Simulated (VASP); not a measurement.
Input of a VASP 6.6.1 run:

The input INCAR:

```
PREC = Accurate ; ENCUT = 520
EDIFF = 1E-7 ; ISMEAR = 0
SIGMA = 0.05 ; LREAL = F
LASPH = T ; NELM = 100
ALGO = Normal ; ISIF = 2
LWAVE = F ; LCHARG = F
GGA = PE ; NBANDS = 36
```

The input KPOINTS:

```
regular mesh
0
Gamma
  10 10 2
```

File POSCAR:

```
SiC
1.0
    2.1740000000     -2.1740000000      0.0000000000
    2.1740000000      0.0000000000     -2.1740000000
    9.5656000000      7.8264000000      8.6960000000
Si C
6 6
Direct
    0.6416800000      0.6666666667      0.0624666667
   -0.3583200000      0.0000000000      0.8958000000
    0.2416800000      0.3333333333      0.2291333333
    0.4416800000      0.6666666667      0.5624666667
   -0.1583200000      0.0000000000      0.3958000000
    0.0416800000      0.3333333333      0.7291333333
    0.4916800000      0.6666666667      0.4374666667
    0.8916800000      1.0000000000      0.2708000000
    0.0916800000      0.3333333333      0.6041333333
    0.2916800000      0.6666666667      0.9374666667
   -0.3083200000      0.0000000000      0.7708000000
    0.2916800000      0.3333333333      0.1041333333
```

Potentials or basis: VASP PAW PBE potentials, release 64 (Si, C).

Launch:

```console
$ cat potpaw_PBE.64/Si/POTCAR potpaw_PBE.64/C/POTCAR > POTCAR
$ mpirun -np 1 vasp_std > vasp.out
```

Problem. Predict the largest force.

Solution. 1.410 eV/Å.

Problem. Estimate the band gap on the k mesh.

Solution. 0.66 eV, indirect (least direct gap 1.32 eV).

Problem. Estimate the pressure.

Solution. 3.6 GPa.

Stress tensor (GPa, compression positive):
```
-2.41  1.90 -0.73
 1.90  4.07  4.10
-0.73  4.10  9.09
```

Caveat: forces of over 1 eV/Å act on the atoms, so gaps and moduli don't describe the material at rest. A k mesh can miss the band edges.
